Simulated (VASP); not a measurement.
# BaTe in VASP: further runs

The runs below take BaTe through single point, with PBE, r2SCAN.

Program: VASP 6.6.1. These are calculated values, not measurements. Logs are shortened: lines on timing, memory, paths and dates and some standing lists are left out, and cuts for length are marked.

### Step 1. The cell of the first run

The structure is tetragonal, space group I-4m2 (No. 119). Conventional cell: a = 5.535 Å, b = 5.535 Å, c = 8.141 Å, α = 90.00°, β = 90.00°, γ = 90.00°. Ba (site symmetry -4m2) has 4 Te at 3.44 Å within 4.5 Å. Within 4.5 Å of Te (site symmetry -4m2) lie 4 Ba at 3.44 Å.

### Step 2. Single point, PBE (uniaxial x strain +4.0%)

The input, INCAR:

```
SYSTEM = BaTe
PREC = Accurate
ENCUT = 500
EDIFF = 1E-6
ISMEAR = -1
SIGMA = 0.02
LREAL = .False.
LASPH = .True.
NELM = 120
ALGO = Normal
ISIF = 2
LWAVE = .False.
LCHARG = .False.
GGA = PE
NBANDS = 15
GGA_COMPAT = .False.
```

The input, KPOINTS:

```
Automatic mesh
0
Gamma
  6 6 6
  0 0 0
```

The input, POSCAR:

```
BaTe
1.0
    0.0000000000      3.9141586662      3.9141586662
    4.0707250128      0.0000000000      3.9141586662
    4.0707250128      3.9141586662      0.0000000000
Ba Te
1 1
Direct
    0.0000000000      0.0000000000      0.0000000000
    0.2500000000      0.2500000000      0.2500000000
```

Potentials or basis: VASP PAW PBE potentials, release 64 (Ba_sv, Te).

Command:

```
cat potpaw_PBE.64/Ba_sv/POTCAR potpaw_PBE.64/Te/POTCAR > POTCAR
mpirun -np 1 vasp_std > vasp.out
```

OUTCAR:

```text
SYSTEM = BaTe
   PREC = Accurate
   ENCUT = 500
   EDIFF = 1E-6
   ISMEAR = -1
   LREAL = .False.
   LASPH = .True.
   NELM = 120
   ISIF = 2
   GGA = PE

 ion  position               nearest neighbor table
   1  0.000  0.000  0.000-   2 3.44   2 3.44   2 3.44   2 3.44
   2  0.250  0.250  0.250-   1 3.44   1 3.44   1 3.44   1 3.44

  LATTYP: Found a body centered tetragonal cell.
 ALAT       =     5.5354562710
 C/A-ratio  =     1.4707821049

  Lattice vectors:

 A1 = (   4.0707250128,   0.0000000000,   3.9141586662)
 A2 = (   4.0707250128,   0.0000000000,  -3.9141586662)
 A3 = (  -4.0707250128,   3.9141586662,   0.0000000000)

Analysis of symmetry for initial positions (statically):
=====================================================================
 Subroutine PRICEL returns:
 Original cell was already a primitive cell.

 Routine SETGRP: Setting up the symmetry group for a
 body centered tetragonal supercell.

 Subroutine GETGRP returns: Found  8 space group operations
 (whereof  8 operations were pure point group operations)
 out of a pool of 16 trial point group operations.

The static configuration has the point symmetry D_2d.

Analysis of symmetry for dynamics (positions and initial velocities):
=====================================================================
 Subroutine PRICEL returns:
 Original cell was already a primitive cell.

 Routine SETGRP: Setting up the symmetry group for a
 body centered tetragonal supercell.

 Subroutine GETGRP returns: Found  8 space group operations
 (whereof  8 operations were pure point group operations)
 out of a pool of 16 trial point group operations.

The dynamic configuration has the point symmetry D_2d.

 Subroutine INISYM returns: Found  8 space group operations
 (whereof  8 operations are pure point group operations),
 and found     1 'primitive' translations

----------------------------------------------------------------------------------------

                                     Primitive cell

  volume of cell :     124.7322

  direct lattice vectors                    reciprocal lattice vectors
     0.000000000  3.914158666  3.914158666    -0.122828243  0.127741372  0.127741372
     4.070725013  0.000000000  3.914158666     0.122828243 -0.127741372  0.127741372
     4.070725013  3.914158666  0.000000000     0.122828243  0.127741372 -0.127741372

  length of vectors
     5.535456271  5.647250676  5.647250676     0.218454786  0.218454786  0.218454786

  position of ions in fractional coordinates (direct lattice)
     0.000000000  0.000000000  0.000000000
     0.250000000  0.250000000  0.250000000

  ion indices of the primitive-cell ions
   primitive index   ion index
                 1           1
                 2           2

----------------------------------------------------------------------------------------

 KPOINTS: Automatic mesh

Automatic generation of k-mesh.
 Grid dimensions read from file:
 generate k-points for:    6    6    6

 Generating k-lattice:

  Cartesian coordinates                     Fractional coordinates (reciprocal lattice)
    -0.020471374  0.021290229  0.021290229     0.166666667  0.000000000  0.000000000
     0.020471374 -0.021290229  0.021290229     0.000000000  0.166666667  0.000000000
     0.020471374  0.021290229 -0.021290229     0.000000000  0.000000000  0.166666667

  Length of vectors
     0.036409131  0.036409131  0.036409131

  Shift w.r.t. Gamma in fractional coordinates (k-lattice)
     0.000000000  0.000000000  0.000000000

 Subroutine IBZKPT returns following result:
 ===========================================

 Found     30 irreducible k-points:

 Following reciprocal coordinates:
            Coordinates               Weight
  0.000000  0.000000  0.000000      1.000000
  0.166667  0.000000  0.000000      8.000000
  0.333333  0.000000  0.000000      8.000000
  0.500000 -0.000000 -0.000000      4.000000
  0.166667  0.166667  0.000000      4.000000
  0.333333  0.166667  0.000000     16.000000
[... 16 lines left out ...]
 -0.333333  0.500000  0.166667      4.000000
  0.333333 -0.333333  0.166667      8.000000
 [... further k-points ...]
   k-points           NKPTS =     30   k-points in BZ     NKDIM =     30   number of bands    NBANDS=     15
   number of dos      NEDOS =    301   number of ions     NIONS =      2
   total plane-waves  NPLWV =  70560
   dimension x,y,z NGX =    40 NGY =   42 NGZ =   42
   dimension x,y,z NGXF=    80 NGYF=   84 NGZF=   84
   ions per type =               1   1
   NGX,Y,Z   is equivalent  to a cutoff of  12.01, 12.36, 12.36 a.u.
   NGXF,Y,Z  is equivalent  to a cutoff of  24.03, 24.73, 24.73 a.u.
 SYSTEM =  BaTe
   PREC   = accura    normal or accurate (medium, high low for compatibility)
   ISTART =      0    job   : 0-new  1-cont  2-samecut
   ICHARG =      2    charge: 1-file 2-atom 10-const
   ISPIN  =      1    spin polarized calculation?
   LNONCOLLINEAR =      F non collinear calculations
   LSORBIT =      F    spin-orbit coupling
   LASPH  =      T    aspherical Exc in radial PAW
   ENCUT  =  500.0 eV  36.75 Ry    6.06 a.u.  10.09 10.30 10.30*2*pi/ulx,y,z
   NELM   =    120;   NELMIN=  2; NELMDL= -5     # of ELM steps
   EDIFF  = 0.1E-05   stopping-criterion for ELM
   LREAL  =      F    real-space projection
[... 7 lines left out ...]
   TEBEG  =    0.0;   TEEND  =   0.0 temperature during run
   PSTRESS=    0.0 pullay stress
   NELECT =      16.0000    total number of electrons
   NUPDOWN=      -1.0000    fix difference up-down
   EMIN   =  10.00;   EMAX   =-10.00  energy-range for DOS
   EFERMI =   0.00;   METHOD = LEGACY
   ISMEAR =    -1;   SIGMA  =   0.02  broadening in eV -4-tet -1-fermi 0-gaus
   EFERMI_NEDOS =   21; number of points for ismear=-14 and -15
   IALGO  =     38    algorithm
   IMIX   =      4    mixing-type and parameters
     AMIX     =   0.40;   BMIX     =  1.00
     AMIX_MAG =   1.60;   BMIX_MAG =  1.00
  volume/ion in A,a.u.               =      62.37       420.87
  Fermi-wavevector in a.u.,A,eV,Ry     =   0.825636  1.560226  9.274749  0.681675
  Thomas-Fermi vector in A             =   1.937529
   LORBIT       =      0    0 simple, 1 ext, 2 COOP (PROOUT), +10 PAW based schemes
   GGA     = PE    functional components
   LHFCALC =     F    Hartree Fock is set to
   AEXX    =    0.0000 exact exchange contribution
   IVDW    =     0    specifies the selected vdW correction
   LEPSILON=     F    determine dielectric tensor
   LRPA    =     F    only Hartree local field effects (RPA)
 non-spin polarized calculation
  energy-cutoff  :      500.00
  volume of cell :      124.73
 maximum number of plane-waves:      3191
   NGX = 21   NGY = 21   NGZ = 21

 number of electron      16.0000000 magnetization

 Free energy of the ion-electron system (eV)
  ---------------------------------------------------
  ext. energy  EPLUGINS =         0.00000000
  ---------------------------------------------------
  free energy    TOTEN  =        -8.08511397 eV

  energy without entropy =       -8.08511397  energy(sigma->0) =       -8.08511397

 E-fermi :   0.4235     XC(G=0):  -6.5532

 val. band max:       -0.0990599379   @ k =   0.0000   0.5000   0.5000
 cond. band min:       2.3865772931   @ k =   0.0000   0.0000   0.0000
 fundamental gap:      2.4856372310
 Fermi energy:         0.4234708454

 k-point     1 :       0.0000    0.0000    0.0000
  band No.  band energies     occupation
      1     -27.1459      2.00000
      2     -12.3228      2.00000
      3     -12.3228      2.00000
      4     -12.3124      2.00000
      5      -8.8072      2.00000
      6      -0.5373      2.00000
      7      -0.5051      2.00000
      8      -0.5051      2.00000
      9       2.3866      0.00000
     10       3.8514      0.00000
     11       4.0433      0.00000
     12       5.6677      0.00000
     13       5.8843      0.00000
     14       5.8843      0.00000
     15       7.4406      0.00000

 k-point     2 :       0.1667    0.0000    0.0000
  band No.  band energies     occupation
      1     -27.1453      2.00000
      2     -12.3552      2.00000
      3     -12.3253      2.00000
      4     -12.3184      2.00000
      5      -8.7484      2.00000
      6      -0.6514      2.00000
      7      -0.4852      2.00000
      8      -0.4562      2.00000
      9       2.8989      0.00000
     10       3.7706      0.00000
     11       3.9129      0.00000
     12       5.4846      0.00000
     13       5.9425      0.00000
     14       6.0271      0.00000
     15       6.5599      0.00000

 k-point     3 :       0.3333    0.0000    0.0000
  band No.  band energies     occupation
      1     -27.1439      2.00000
      2     -12.4218      2.00000
      3     -12.3304      2.00000
      4     -12.3255      2.00000
      5      -8.6354      2.00000
      6      -0.7804      2.00000
      7      -0.4150      2.00000
      8      -0.3626      2.00000
      9       3.6928      0.00000
     10       3.8803      0.00000
     11       3.9182      0.00000
     12       4.6722      0.00000
     13       5.5181      0.00000
     14       5.5559      0.00000
     15       6.1612      0.00000
[... 343 lines left out ...]
 k-point    23 :      -0.3333    0.5000    0.1667
  band No.  band energies     occupation
      1     -27.1424      2.00000
      2     -12.4640      2.00000
      3     -12.3540      2.00000
      4     -12.3493      2.00000
      5      -8.5070      2.00000
      6      -0.8223      2.00000
      7      -0.4139      2.00000
      8      -0.1243      2.00000
      9       2.8115      0.00000
     10       3.6077      0.00000
     11       4.4534      0.00000
     12       4.8430      0.00000
     13       5.5070      0.00000
     14       6.7237      0.00000
     15       6.8953      0.00000

 k-point    24 :       0.3333   -0.3333    0.1667
  band No.  band energies     occupation
      1     -27.1426      2.00000
      2     -12.4581      2.00000
      3     -12.3619      2.00000
      4     -12.3351      2.00000
      5      -8.5276      2.00000
      6      -0.6875      2.00000
      7      -0.5188      2.00000
      8      -0.2334      2.00000
      9       2.9741      0.00000
     10       3.6904      0.00000
     11       4.3404      0.00000
     12       5.1744      0.00000
     13       5.3688      0.00000
     14       5.9166      0.00000
     15       7.1363      0.00000

 [... further k-points ...]

------------------------ aborting loop because EDIFF is reached ----------------------------------------

  FORCE on cell =-STRESS in cart. coord.  units (eV):
  Direction    XX          YY          ZZ          XY          YZ          ZX
  --------------------------------------------------------------------------------------
  -------------------------------------------------------------------------------------
  Total       -0.4674015     -0.3577637     -0.3577637      0.0000000      0.0000000      0.0000000
  in kB       -6.0037423     -4.5954517     -4.5954517      0.0000000      0.0000000      0.0000000
  external PRESSURE =      -5.0648819 kB  Pullay stress =       0.0000000 kB

 VOLUME and BASIS-vectors are now :
 -----------------------------------------------------------------------------
  energy-cutoff  :      500.00
  volume of cell :      124.73
      direct lattice vectors                 reciprocal lattice vectors
     0.000000000  3.914158666  3.914158666    -0.122828243  0.127741372  0.127741372
     4.070725013  0.000000000  3.914158666     0.122828243 -0.127741372  0.127741372
     4.070725013  3.914158666  0.000000000     0.122828243  0.127741372 -0.127741372

 POSITION                                       TOTAL-FORCE (eV/Angst)
 -----------------------------------------------------------------------------------
      0.00000      0.00000      0.00000        -0.000000     -0.000000     -0.000000
      2.03536      1.95708      1.95708         0.000000      0.000000      0.000000
 -----------------------------------------------------------------------------------
    total drift:                                0.000000     -0.000000     -0.000000

  FREE ENERGIE OF THE ION-ELECTRON SYSTEM (eV)
  ---------------------------------------------------
  free  energy   TOTEN  =        -8.0851139731 eV

  energy  without entropy=       -8.0851139731  energy(sigma->0) =       -8.08511397
```

It took 50 s on 1 thread of Intel Xeon 6975P-C, shared host; peak memory 0.27 GiB.

What came out:

| Quantity | Value |
| --- | --- |
| Free energy | -8.0851 eV |
| Pressure | -0.5 GPa |
| Band gap on the k mesh | 2.49 eV, indirect (least direct gap 2.85 eV) |

Caveat: the cell differs from its parent crystal (uniaxial x strain +4.0%); spin-orbit coupling is left out, which moves the levels of the heavy elements.

### Step 3. Single point, PBE (strain along [111] -3.0%)

The input, INCAR:

```
ALGO = Normal ; EDIFF = 1E-6
ENCUT = 500 ; GGA = PE
GGA_COMPAT = False ; ISIF = 2
ISMEAR = -1 ; LASPH = True
LCHARG = True ; LELF = True
LREAL = False ; LVHAR = True
LWAVE = False ; NBANDS = 15
NELM = 120 ; PREC = Accurate
SIGMA = 0.02
```

The input, KPOINTS:

```
k-points
0
Gamma
  6 6 6
```

The input, POSCAR:

```
BaTe
1.0
   -0.0782831733      3.8358754929      3.8358754929
    3.8358754929     -0.0782831733      3.8358754929
    3.8358754929      3.8358754929     -0.0782831733
Ba Te
1 1
Direct
   -0.0024443304     -0.0024443304     -0.0024443304
    0.2524443304      0.2524443304      0.2524443304
```

Potentials or basis: VASP PAW PBE potentials, release 64 (Ba_sv, Te).

Command:

```
cat potpaw_PBE.64/Ba_sv/POTCAR potpaw_PBE.64/Te/POTCAR > POTCAR
mpirun -np 1 vasp_std > vasp.out
```

Wall time 45 s (1 thread of Intel Xeon 6975P-C, shared host); peak memory 0.27 GiB.

It converged, with:

```yaml
Free_energy: -8.0782 eV
Pressure: 0.8 GPa
Band_gap_on_the_k_mesh: 2.60 eV, indirect (least direct gap 2.90 eV)
```

Levels at points of the mesh, in eV from the valence-band top:
```csv
k point,band 4,band 5,band 6,band 7,band 8,band 9,band 10,band 11,band 12,band 13
"(0.00, 0.00, 0.00)",-12.03,-8.78,-0.51,-0.51,-0.43,2.60,4.14,4.14,6.05,6.21
"(0.50, 0.00, 0.00)",-12.04,-8.48,-0.75,-0.28,-0.27,3.99,4.22,4.45,4.62,5.16
"(0.50, 0.50, 0.00)",-12.07,-8.38,-1.03,-0.04,0.00,2.90,3.92,4.98,5.03,5.07
"(0.50, 0.50, 0.50)",-12.05,-8.50,-0.69,-0.33,-0.33,4.07,4.38,4.38,4.55,5.33
```

Caveat: the cell differs from its parent crystal (strain along [111] -3.0%); spin-orbit coupling is left out, which moves the levels of the heavy elements. A k mesh can miss the band edges.

### Step 4. Single point, PBE (epitaxial 111 strain +0.5%)

The input, INCAR:

```
SYSTEM = BaTe
  PREC = Accurate
  ENCUT = 500
  EDIFF = 1E-6
  ISMEAR = -1
  SIGMA = 0.02
  LREAL = .False.
  LASPH = .True.
  NELM = 120
  ALGO = Normal
  ISIF = 2
  LWAVE = .False.
  LCHARG = .False.
  GGA = PE
  NBANDS = 15
  GGA_COMPAT = .False.
```

The input, KPOINTS:

```
Automatic mesh
0
Gamma
  6 6 6
  0 0 0
```

The input, POSCAR:

```
BaTe
1.0
   -0.0330728676      3.9006565919      3.9006565919
    3.9006565919     -0.0330728676      3.9006565919
    3.9006565919      3.9006565919     -0.0330728676
Ba Te
1 1
Direct
   -0.0008916373     -0.0008916373     -0.0008916373
    0.2508916373      0.2508916373      0.2508916373
```

Command:

```
cat potpaw_PBE.64/Ba_sv/POTCAR potpaw_PBE.64/Te/POTCAR > POTCAR
mpirun -np 1 vasp_std > vasp.out
```

Run time: 47 s. Hardware: 1 thread of Intel Xeon 6975P-C, shared host; peak memory 0.27 GiB.

Results (log left out):

| Quantity | Value |
| --- | --- |
| Free energy | -8.0909 eV |
| Pressure | 0.2 GPa |
| Largest force | 0.003 eV/Å |
| Band gap on the k mesh | 2.57 eV, indirect (least direct gap 2.92 eV) |

Forces on the atoms (eV/Å):
```
Ba  -0.002 -0.002 -0.002
Te   0.002  0.002  0.002
```

Levels at points of the mesh, in eV from the valence-band top:
```tsv
k point	band 5	band 6	band 7	band 8	band 9	band 10	band 11	band 12
(0.00, 0.00, 0.00)	-8.73	-0.45	-0.45	-0.42	2.57	4.12	4.12	6.03
(0.50, 0.00, 0.00)	-8.46	-0.70	-0.25	-0.25	3.98	4.27	4.36	4.53
(0.50, 0.50, 0.00)	-8.38	-0.97	-0.02	0.00	2.92	3.89	4.95	4.96
(0.50, 0.50, 0.50)	-8.47	-0.68	-0.27	-0.27	4.00	4.33	4.33	4.51
```

Caveat: the cell differs from its parent crystal (epitaxial 111 strain +0.5%); spin-orbit coupling is left out, which moves the levels of the heavy elements.

(Continued in part 2 of 2.)
